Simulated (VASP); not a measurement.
Here is a VASP 6.6.1 calculation.

INCAR

```
ALGO = Normal
EDIFF = 1E-6
ENCUT = 520
GGA = PS
ISIF = 2
ISMEAR = 0
LASPH = T
LCHARG = F
LREAL = F
LWAVE = F
NBANDS = 35
NELM = 60
PREC = Accurate
SIGMA = 0.02
```

File KPOINTS:

```
k-points
0
Gamma
  6 6 8
```

POSCAR

```
SnO2
1.0
    4.8042034091      0.0000000000      0.0000000000
    0.0000000000      4.8042034091      0.0000000000
    0.0000000000      0.0000000000      3.1160239668
Sn O
2 4
Direct
    0.5000000000      0.5000000000      0.5000000000
    0.0000000000      0.0000000000      0.0000000000
    0.1942618715      0.8057381285      0.5000000000
    0.8057381285      0.1942618715      0.5000000000
    0.3057381285      0.3057381285      0.0000000000
    0.6942618715      0.6942618715      0.0000000000
```

Potentials or basis: VASP PAW PBE potentials, release 64 (Sn_d, O).

Run with:

```sh
$ cat potpaw_PBE.64/Sn_d/POTCAR potpaw_PBE.64/O/POTCAR > POTCAR
$ mpirun -np 1 vasp_std > vasp.out
```

Estimate the pressure.

5.6 GPa.

Predict the band gap on the k mesh.

1.21 eV, direct.

Estimate the largest force.

0.143 eV/Å.

Forces in eV/Å, atoms in the order of the input:
```
Sn   0.000  0.000  0.000
Sn   0.000  0.000  0.000
O    0.101 -0.101  0.000
O   -0.101  0.101  0.000
O   -0.101 -0.101  0.000
O    0.101  0.101  0.000
```

Caveat: the cell differs from its parent crystal (uniaxial strain along c: -3.0 %); the PAW data sets were made with another functional, which shifts forces and pressure a little; spin-orbit coupling is left out, which moves the levels of the heavy elements.
